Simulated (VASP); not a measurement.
# V (Im-3m) in VASP: notebook

Runs on V. Level: r2SCAN. Tasks: single point.

All numbers are computed with VASP 6.6.1; they aren't measurements. Logs are shortened: lines on timing, memory, paths and dates and some standing lists are left out, and cuts for length are marked.

### Step 1. The cell of the first run

The structure is cubic, space group Im-3m (No. 229). The conventional cell has a = 3.012 Å, b = 3.012 Å, c = 3.012 Å, α = 90.00°, β = 90.00°, γ = 90.00°. Within 3.4 Å of V (site symmetry m-3m) lie 14 V at 2.61 to 3.01 Å.

### Step 2. Single point, r2SCAN (volume scaled by 1.03)

POSCAR reads:

```
V
1.0
   -1.5058814966      1.5058814966      1.5058814966
    1.5058814966     -1.5058814966      1.5058814966
    1.5058814966      1.5058814966     -1.5058814966
V
1
Direct
    0.0000000000      0.0000000000      0.0000000000
```

INCAR.step1 reads:

```
PREC     = Accurate       # precision mode
ENCUT    = 520            # plane-wave cutoff, eV
ISMEAR   = 0              # smearing method
SIGMA    = 0.1            # smearing width, eV
LREAL    = F              # projectors in reciprocal space
LASPH    = T              # aspherical terms in the spheres
NELM     = 80             # most SCF steps
NBANDS   = 12             # bands
GGA      = PE             # functional
ALGO     = Normal         # electronic algorithm
EDIFF    = 1E-4           # SCF threshold, eV
LWAVE    = T              # write WAVECAR
LCHARG   = F              # write CHGCAR
```

INCAR.step2 reads:

```
PREC     = Accurate       # precision mode
ENCUT    = 520            # plane-wave cutoff, eV
EDIFF    = 1E-6           # SCF threshold, eV
ISMEAR   = 0              # smearing method
SIGMA    = 0.1            # smearing width, eV
LREAL    = F              # projectors in reciprocal space
LASPH    = T              # aspherical terms in the spheres
NELM     = 80             # most SCF steps
ALGO     = Normal         # electronic algorithm
ISIF     = 2              # what is computed and relaxed
LWAVE    = F              # write WAVECAR
LCHARG   = F              # write CHGCAR
METAGGA  = R2SCAN         # meta-GGA
LMIXTAU  = T            
NBANDS   = 12             # bands
ISTART   = 1
```

KPOINTS reads:

```
Automatic mesh
0
Gamma
  20 20 20
```

Potentials or basis: VASP PAW PBE potentials, release 64 (V_sv).

Started as:

```bash
$ cat potpaw_PBE.64/V_sv/POTCAR > POTCAR
$ cp INCAR.step1 INCAR
$ mpirun -np 1 vasp_std > vasp.out
$ cp INCAR.step2 INCAR
$ mpirun -np 1 vasp_std > vasp.out
```

OUTCAR:

```text
PREC = Accurate
   ENCUT = 520
   EDIFF = 1E-6
   ISMEAR = 0
   LREAL = F
   LASPH = T
   NELM = 80
   ISIF = 2
   METAGGA = R2SCAN
   ISTART = 1

 ion  position               nearest neighbor table
   1  0.000  0.000  0.000-

  LATTYP: Found a body centered cubic cell.
 ALAT       =     3.0117629932

  Lattice vectors:

 A1 = (  -1.5058814966,   1.5058814966,   1.5058814966)
 A2 = (   1.5058814966,  -1.5058814966,   1.5058814966)
 A3 = (   1.5058814966,   1.5058814966,  -1.5058814966)

Analysis of symmetry for initial positions (statically):
=====================================================================
 Subroutine PRICEL returns:
 Original cell was already a primitive cell.

 Routine SETGRP: Setting up the symmetry group for a
 body centered cubic supercell.

 Subroutine GETGRP returns: Found 48 space group operations
 (whereof 48 operations were pure point group operations)
 out of a pool of 48 trial point group operations.

The static configuration has the point symmetry O_h .

Analysis of symmetry for dynamics (positions and initial velocities):
=====================================================================
 Subroutine PRICEL returns:
 Original cell was already a primitive cell.

 Routine SETGRP: Setting up the symmetry group for a
 body centered cubic supercell.

 Subroutine GETGRP returns: Found 48 space group operations
 (whereof 48 operations were pure point group operations)
 out of a pool of 48 trial point group operations.

The dynamic configuration has the point symmetry O_h .

 Subroutine INISYM returns: Found 48 space group operations
 (whereof 48 operations are pure point group operations),
 and found     1 'primitive' translations

----------------------------------------------------------------------------------------

                                     Primitive cell

  volume of cell :      13.6594

  direct lattice vectors                    reciprocal lattice vectors
    -1.505881497  1.505881497  1.505881497     0.000000000  0.332031439  0.332031439
     1.505881497 -1.505881497  1.505881497     0.332031439  0.000000000  0.332031439
     1.505881497  1.505881497 -1.505881497     0.332031439  0.332031439  0.000000000

  length of vectors
     2.608263262  2.608263262  2.608263262     0.469563364  0.469563364  0.469563364

  position of ions in fractional coordinates (direct lattice)
     0.000000000  0.000000000  0.000000000

  ion indices of the primitive-cell ions
   primitive index   ion index
                 1           1

----------------------------------------------------------------------------------------

 KPOINTS: Automatic mesh

Automatic generation of k-mesh.
 Grid dimensions read from file:
 generate k-points for:   20   20   20

 Generating k-lattice:

  Cartesian coordinates                     Fractional coordinates (reciprocal lattice)
     0.000000000  0.016601572  0.016601572     0.050000000  0.000000000  0.000000000
     0.016601572  0.000000000  0.016601572     0.000000000  0.050000000  0.000000000
     0.016601572  0.016601572  0.000000000     0.000000000  0.000000000  0.050000000

  Length of vectors
     0.023478168  0.023478168  0.023478168

  Shift w.r.t. Gamma in fractional coordinates (k-lattice)
     0.000000000  0.000000000  0.000000000

 Subroutine IBZKPT returns following result:
 ===========================================

 Found    256 irreducible k-points:

 Following reciprocal coordinates:
            Coordinates               Weight
  0.000000  0.000000  0.000000      1.000000
  0.050000  0.000000  0.000000     12.000000
  0.100000  0.000000  0.000000     12.000000
  0.150000  0.000000  0.000000     12.000000
  0.200000  0.000000  0.000000     12.000000
  0.250000  0.000000  0.000000     12.000000
[... 16 lines left out ...]
  0.200000  0.100000 -0.000000     48.000000
  0.250000  0.100000 -0.000000     48.000000
 [... further k-points ...]
   k-points           NKPTS =    256   k-points in BZ     NKDIM =    256   number of bands    NBANDS=     12
   number of dos      NEDOS =    301   number of ions     NIONS =      1
   total plane-waves  NPLWV =   8000
   dimension x,y,z NGX =    20 NGY =   20 NGZ =   20
   dimension x,y,z NGXF=    40 NGYF=   40 NGZF=   40
   ions per type =               1
   NGX,Y,Z   is equivalent  to a cutoff of  12.75, 12.75, 12.75 a.u.
   NGXF,Y,Z  is equivalent  to a cutoff of  25.50, 25.50, 25.50 a.u.
 SYSTEM =  unknown system
   PREC   = accura    normal or accurate (medium, high low for compatibility)
   ISTART =      1    job   : 0-new  1-cont  2-samecut
   ICHARG =      0    charge: 1-file 2-atom 10-const
   ISPIN  =      1    spin polarized calculation?
   LNONCOLLINEAR =      F non collinear calculations
   LSORBIT =      F    spin-orbit coupling
   LASPH  =      T    aspherical Exc in radial PAW
   ENCUT  =  520.0 eV  38.22 Ry    6.18 a.u.   4.85  4.85  4.85*2*pi/ulx,y,z
   NELM   =     80;   NELMIN=  2; NELMDL=  0     # of ELM steps
   EDIFF  = 0.1E-05   stopping-criterion for ELM
   LREAL  =      F    real-space projection
   EDIFFG = 0.1E-04   stopping-criterion for IOM
   NSW    =      0    number of steps for IOM
   IBRION =     -1    ionic relax: 0-MD 1-quasi-New 2-CG
   NFREE  =      0    steps in history (QN), initial steepest desc. (CG)
   ISIF   =      2    stress and relaxation
   ISYM   =      2    0-nonsym 1-usesym 2-fastsym
   POTIM  = 0.5000    time-step for ionic-motion
   TEBEG  =    0.0;   TEEND  =   0.0 temperature during run
   PSTRESS=    0.0 pullay stress
   NELECT =      13.0000    total number of electrons
   NUPDOWN=      -1.0000    fix difference up-down
   EMIN   =  10.00;   EMAX   =-10.00  energy-range for DOS
   EFERMI =   0.00;   METHOD = LEGACY
   ISMEAR =     0;   SIGMA  =   0.10  broadening in eV -4-tet -1-fermi 0-gaus
   EFERMI_NEDOS =   21; number of points for ismear=-14 and -15
   IALGO  =     38    algorithm
   IMIX   =      4    mixing-type and parameters
     AMIX     =   0.40;   BMIX     =  1.00
     AMIX_MAG =   1.60;   BMIX_MAG =  1.00
  volume/ion in A,a.u.               =      13.66        92.18
  Fermi-wavevector in a.u.,A,eV,Ry     =   1.610319  3.043061 35.281623  2.593126
  Thomas-Fermi vector in A             =   2.705888
   LORBIT       =      0    0 simple, 1 ext, 2 COOP (PROOUT), +10 PAW based schemes
   METAGGA = R2SCAN    functional components
   LHFCALC =     F    Hartree Fock is set to
   AEXX    =    0.0000 exact exchange contribution
   IVDW    =     0    specifies the selected vdW correction
   LEPSILON=     F    determine dielectric tensor
   LRPA    =     F    only Hartree local field effects (RPA)
 non-spin polarized calculation
 Gauss-broadening in eV      SIGMA  =   0.10
  energy-cutoff  :      520.00
  volume of cell :       13.66
 maximum number of plane-waves:       378
   NGX =  9   NGY =  9   NGZ =  9

 number of electron      12.9999992 magnetization

 Free energy of the ion-electron system (eV)
  ---------------------------------------------------
  ext. energy  EPLUGINS =         0.00000000
  ---------------------------------------------------
  free energy    TOTEN  =       -14.12844438 eV

  energy without entropy =      -14.12009358  energy(sigma->0) =      -14.12426898

 E-fermi :   9.4869     XC(G=0): -13.9819

 val. band max:        9.4843202919   @ k =  -0.2500   0.3500   0.1000
 cond. band min:       9.4931165333   @ k =  -0.1500   0.2500   0.0500
 fundamental gap:      0.0087962414
 Fermi energy:         9.4869272547

 k-point     1 :       0.0000    0.0000    0.0000
  band No.  band energies     occupation
      1     -56.8527      2.00000
      2     -29.0258      2.00000
      3     -29.0257      2.00000
      4     -29.0257      2.00000
      5       2.4582      2.00000
      6       9.9660      0.00000
      7       9.9661      0.00000
      8       9.9661      0.00000
      9      12.1117      0.00000
     10      12.1117      0.00000
     11      30.6214      0.00000
     12      30.6214      0.00000

 k-point     2 :       0.0500    0.0000    0.0000
  band No.  band energies     occupation
      1     -56.8480      2.00000
      2     -29.0487      2.00000
      3     -29.0327      2.00000
      4     -29.0259      2.00000
      5       2.5631      2.00000
      6       9.9211      0.00000
      7       9.9561      0.00000
      8      10.0390      0.00000
      9      12.0586      0.00000
     10      12.1142      0.00000
     11      30.4201      0.00000
     12      30.6054      0.00000

 k-point     3 :       0.1000    0.0000    0.0000
  band No.  band energies     occupation
      1     -56.8342      2.00000
      2     -29.1150      2.00000
      3     -29.0528      2.00000
      4     -29.0264      2.00000
      5       2.8712      2.00000
      6       9.7924      0.00002
      7       9.9146      0.00000
      8      10.2542      0.00000
      9      11.9281      0.00000
     10      12.1232      0.00000
     11      29.8263      0.00000
     12      30.4936      0.00000
[... 286 lines left out ...]
 k-point    23 :       0.2000    0.1000   -0.0000
  band No.  band energies     occupation
      1     -56.7462      2.00000
      2     -29.5098      2.00000
      3     -29.1691      2.00000
      4     -29.0577      2.00000
      5       4.9612      2.00000
      6       9.0955      2.00000
      7       9.2738      1.99742
      8      11.6014      0.00000
      9      11.8959      0.00000
     10      12.3564      0.00000
     11      26.0741      0.00000
     12      27.8655      0.00000

 k-point    24 :       0.2500    0.1000   -0.0000
  band No.  band energies     occupation
      1     -56.7173      2.00000
      2     -29.6304      2.00000
      3     -29.2186      2.00000
      4     -29.0601      2.00000
      5       5.6296      2.00000
      6       8.8579      2.00000
      7       9.1943      1.99996
      8      11.6933      0.00000
      9      12.3778      0.00000
     10      12.5611      0.00000
     11      24.4520      0.00000
     12      27.0820      0.00000

 [... further k-points ...]
[... 5 lines left out ...]
  --------------------------------------------------------------------------------------
  -------------------------------------------------------------------------------------
  Total       -0.4096542     -0.4096542     -0.4096542      0.0000000      0.0000000      0.0000000
  in kB      -48.0502408    -48.0502408    -48.0502408      0.0000000      0.0000000      0.0000000
  external PRESSURE =     -48.0502408 kB  Pullay stress =       0.0000000 kB

 VOLUME and BASIS-vectors are now :
 -----------------------------------------------------------------------------
  energy-cutoff  :      520.00
  volume of cell :       13.66
      direct lattice vectors                 reciprocal lattice vectors
    -1.505881497  1.505881497  1.505881497     0.000000000  0.332031439  0.332031439
     1.505881497 -1.505881497  1.505881497     0.332031439  0.000000000  0.332031439
     1.505881497  1.505881497 -1.505881497     0.332031439  0.332031439  0.000000000

 POSITION                                       TOTAL-FORCE (eV/Angst)
 -----------------------------------------------------------------------------------
      0.00000      0.00000      0.00000         0.000000      0.000000     -0.000000
 -----------------------------------------------------------------------------------
    total drift:                                0.000000     -0.000000     -0.000000

  FREE ENERGIE OF THE ION-ELECTRON SYSTEM (eV)
  ---------------------------------------------------
  free  energy   TOTEN  =       -14.1284443767 eV

  energy  without entropy=      -14.1200935800  energy(sigma->0) =      -14.12426898
```

It took 79 s on 1 thread of Intel Xeon Platinum 8488C (Sapphire Rapids), shared host; peak memory 0.16 GiB.

Results:

| Quantity | Value |
| --- | --- |
| Free energy | -14.1284 eV |
| Pressure | -4.8 GPa |

Caveat: the PAW data sets were made with another functional, which shifts forces and pressure a little.

### Step 3. Single point, r2SCAN (volume scaled by 1.06)

POSCAR reads:

```
V
1.0
   -1.5203620146      1.5203620146      1.5203620146
    1.5203620146     -1.5203620146      1.5203620146
    1.5203620146      1.5203620146     -1.5203620146
V
1
Direct
    0.0000000000      0.0000000000      0.0000000000
```

INCAR.step1 reads:

```
  PREC = Accurate
  ENCUT = 520
  ISMEAR = 0
  SIGMA = 0.1
  LREAL = False
  LASPH = True
  NELM = 60
  NBANDS = 12
  GGA = PE
  ALGO = Normal
  EDIFF = 1E-4
  LWAVE = True
  LCHARG = False
```

INCAR.step2 reads:

```
  PREC = Accurate
  ENCUT = 520
  EDIFF = 1E-7
  ISMEAR = 0
  SIGMA = 0.1
  LREAL = False
  LASPH = True
  NELM = 60
  ALGO = Normal
  ISIF = 2
  LWAVE = False
  LCHARG = False
  METAGGA = R2SCAN
  LMIXTAU = True
  NBANDS = 12
  ISTART = 1
```

KPOINTS is that of step 2.

Potentials or basis: VASP PAW PBE potentials, release 64 (V_sv).

Started as:

```bash
$ cat potpaw_PBE.64/V_sv/POTCAR > POTCAR
$ cp INCAR.step1 INCAR
$ mpirun -np 1 vasp_std > vasp.out
$ cp INCAR.step2 INCAR
$ mpirun -np 1 vasp_std > vasp.out
```

OUTCAR:

```text
PREC = Accurate
   ENCUT = 520
   EDIFF = 1E-7
   ISMEAR = 0
   LREAL = False
   LASPH = True
   NELM = 60
   ISIF = 2
   METAGGA = R2SCAN
   ISTART = 1

 ion  position               nearest neighbor table
   1  0.000  0.000  0.000-

  LATTYP: Found a body centered cubic cell.
 ALAT       =     3.0407240292

  Lattice vectors:

 A1 = (  -1.5203620146,   1.5203620146,   1.5203620146)
 A2 = (   1.5203620146,  -1.5203620146,   1.5203620146)
 A3 = (   1.5203620146,   1.5203620146,  -1.5203620146)

Analysis of symmetry for initial positions (statically):
=====================================================================
 Subroutine PRICEL returns:
 Original cell was already a primitive cell.

 Routine SETGRP: Setting up the symmetry group for a
 body centered cubic supercell.

 Subroutine GETGRP returns: Found 48 space group operations
 (whereof 48 operations were pure point group operations)
 out of a pool of 48 trial point group operations.

The static configuration has the point symmetry O_h .

Analysis of symmetry for dynamics (positions and initial velocities):
[... 159 lines left out ...]
 val. band max:        9.1362547109   @ k =   0.2500   0.0000   0.0000
 cond. band min:       9.1374698725   @ k =   0.3500   0.1500   0.0500
 fundamental gap:      0.0012151616
 Fermi energy:         9.1363542662

 k-point     1 :       0.0000    0.0000    0.0000
  band No.  band energies     occupation
      1     -57.2441      2.00000
      2     -29.4603      2.00000
      3     -29.4602      2.00000
      4     -29.4602      2.00000
      5       2.1744      2.00000
      6       9.6053      0.00000
      7       9.6054      0.00000
      8       9.6054      0.00000
      9      11.6808      0.00000
     10      11.6808      0.00000
     11      30.0464      0.00000
     12      30.0464      0.00000
[... 331 lines left out ...]
 k-point    24 :       0.2500    0.1000    0.0000
  band No.  band energies     occupation
      1     -57.1234      2.00000
      2     -30.0118      2.00000
      3     -29.6369      2.00000
      4     -29.4913      2.00000
      5       5.3030      2.00000
      6       8.5414      2.00000
      7       8.8522      1.99994
      8      11.2760      0.00000
      9      11.9293      0.00000
     10      12.1003      0.00000
     11      23.7327      0.00000
     12      26.4286      0.00000

 [... further k-points ...]
[... 5 lines left out ...]
  --------------------------------------------------------------------------------------
  -------------------------------------------------------------------------------------
  Total       -0.8409877     -0.8409877     -0.8409877      0.0000000      0.0000000      0.0000000
  in kB      -95.8515647    -95.8515647    -95.8515647      0.0000000      0.0000000      0.0000000
  external PRESSURE =     -95.8515647 kB  Pullay stress =       0.0000000 kB

 VOLUME and BASIS-vectors are now :
 -----------------------------------------------------------------------------
  energy-cutoff  :      520.00
  volume of cell :       14.06
      direct lattice vectors                 reciprocal lattice vectors
    -1.520362015  1.520362015  1.520362015     0.000000000  0.328869043  0.328869043
     1.520362015 -1.520362015  1.520362015     0.328869043  0.000000000  0.328869043
     1.520362015  1.520362015 -1.520362015     0.328869043  0.328869043  0.000000000

 POSITION                                       TOTAL-FORCE (eV/Angst)
 -----------------------------------------------------------------------------------
      0.00000      0.00000      0.00000        -0.000000     -0.000000      0.000000
 -----------------------------------------------------------------------------------
    total drift:                                0.000000     -0.000000      0.000000

  FREE ENERGIE OF THE ION-ELECTRON SYSTEM (eV)
  ---------------------------------------------------
  free  energy   TOTEN  =       -14.1105875763 eV

  energy  without entropy=      -14.1020003755  energy(sigma->0) =      -14.10629398
```

OUTCAR.step1:

```text
PREC = Accurate
   ENCUT = 520
   ISMEAR = 0
   LREAL = False
   LASPH = True
   NELM = 60
[... 574 lines left out ...]

 POSITION                                       TOTAL-FORCE (eV/Angst)
 -----------------------------------------------------------------------------------
      0.00000      0.00000      0.00000        -0.000000      0.000000      0.000000
 -----------------------------------------------------------------------------------
    total drift:                                0.000000      0.000000      0.000000

  FREE ENERGIE OF THE ION-ELECTRON SYSTEM (eV)
  ---------------------------------------------------
  free  energy   TOTEN  =        -8.9836406854 eV

  energy  without entropy=       -8.9744659941  energy(sigma->0) =       -8.97905334
```

Wall time 74 s (1 thread of Intel Xeon Platinum 8488C (Sapphire Rapids), shared host); peak memory 0.16 GiB.

What came out:

- Free energy: -14.1106 eV
- Pressure: -9.6 GPa

Levels at points of the mesh, in eV from the Fermi level:
```csv
k point,band 3,band 4,band 5,band 6,band 7,band 8,band 9,band 10,band 11,band 12
"(0.00, 0.00, 0.00)",-38.60,-38.60,-6.96,0.47,0.47,0.47,2.54,2.54,20.91,20.91
"(0.50, 0.00, 0.00)",-38.85,-38.60,-3.19,-1.07,1.36,2.51,2.89,4.05,10.06,16.18
"(0.50, 0.50, 0.50)",-39.15,-39.15,-2.90,-2.90,3.67,3.67,3.67,10.23,10.23,10.23
```

Caveat: the PAW data sets were made with another functional, which shifts forces and pressure a little.
